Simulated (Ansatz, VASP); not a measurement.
RbZnOs in VASP and in Ansatz

Contents of INCAR:

```
ALGO     = Normal         # electronic algorithm
EDIFF    = 1E-7           # SCF threshold, eV
EDIFFG   = -0.04          # ionic threshold
ENCUT    = 600            # plane-wave cutoff, eV
GGA      = PE             # functional
IBRION   = 2              # ionic algorithm
ISIF     = 3              # what is computed and relaxed
ISMEAR   = 0              # smearing method
LASPH    = T              # aspherical terms in the spheres
LCHARG   = F              # write CHGCAR
LREAL    = F              # projectors in reciprocal space
LWAVE    = F              # write WAVECAR
NELM     = 60             # most SCF steps
NSW      = 90             # ionic steps
PREC     = Accurate       # precision mode
SIGMA    = 0.1            # smearing width, eV
```

KPOINTS

```
k-points
0
Gamma
  4 4 4
```

The input POSCAR:

```
RbZnOs
1.0
    3.9296528800      0.0000000000      0.0000000000
    0.0000000000      3.9296528800      0.0000000000
    0.0000000000      0.0000000000      5.4780995400
Rb Zn Os
1 1 1
Direct
    0.5000000000      0.5000000000      0.0000000000
    0.0000000000      0.0000000000      0.0000000000
    0.5000000000      0.5000000000      0.5000000000
```

Input for Ansatz:

```yaml
crystal:
  lattice:
    - [3.92965288, 0.0, 0.0]
    - [0.0, 3.92965288, 0.0]
    - [0.0, 0.0, 5.47809954]
  atoms:
    - { symbol: Rb, position: [0.5, 0.5, 0.0] }
    - { symbol: Zn, position: [0.0, 0.0, 0.0] }
    - { symbol: Os, position: [0.5, 0.5, 0.5] }
basis:
  ecutwfc: 420
kpoints:
  mp_grid: { grid: [4, 4, 4] }
hamiltonian:
  xc: pbe
scf:
  occupations: { method: gaussian, width: 0.1 }
  lower_state_search: "off"
output:
  forces: true
  stress: true
  eigenvalues: true
relax:
  adjacent_minimum: "off"
  f_tol: 0.04
  max_steps: 70
  cell: { stress_tol: 0.4 }
```

Alike in both runs: task relaxation of cell and atoms; functional PBE; k mesh 4 × 4 × 4; occupations gaussian, width 0.1 eV; no spin polarisation.

```csv
,VASP,Ansatz
version,VASP 6.6.1,Ansatz 0.2.0
potentials or method,"VASP PAW PBE potentials, release 64 (Rb_sv, Zn, Os), cutoff 600 eV","scalar-relativistic, plane waves, PAW"
valence electrons in the cell,29,37
```

Ansatz gave:

| Property | Result |
| --- | --- |
| gap on the k mesh at the Fermi level, each at its own relaxed structure (eV) | none |
| relaxed volume (Å³/atom) | 41.08 |
| relaxed cell length with the largest relative difference (Å) | 4.560 |

Q: What did VASP give for the same quantities?

A: gap on the k mesh at the Fermi level, each at its own relaxed structure (eV): none; relaxed volume (Å³/atom): 41.44; relaxed cell length with the largest relative difference (Å): 4.575.

A gap of «none» marks a metal or a gap that the smearing closes. VASP's potentials hold 29 valence electrons a cell and Ansatz's 37, so a difference there can come from the potentials and not from the codes.

The k mesh is coarse, so the values compare programs but aren't converged. Neither program's run includes spin-orbit coupling. Noted on VASP's run: the volume moved by over 15 % at a fixed basis, so the end points are rough.
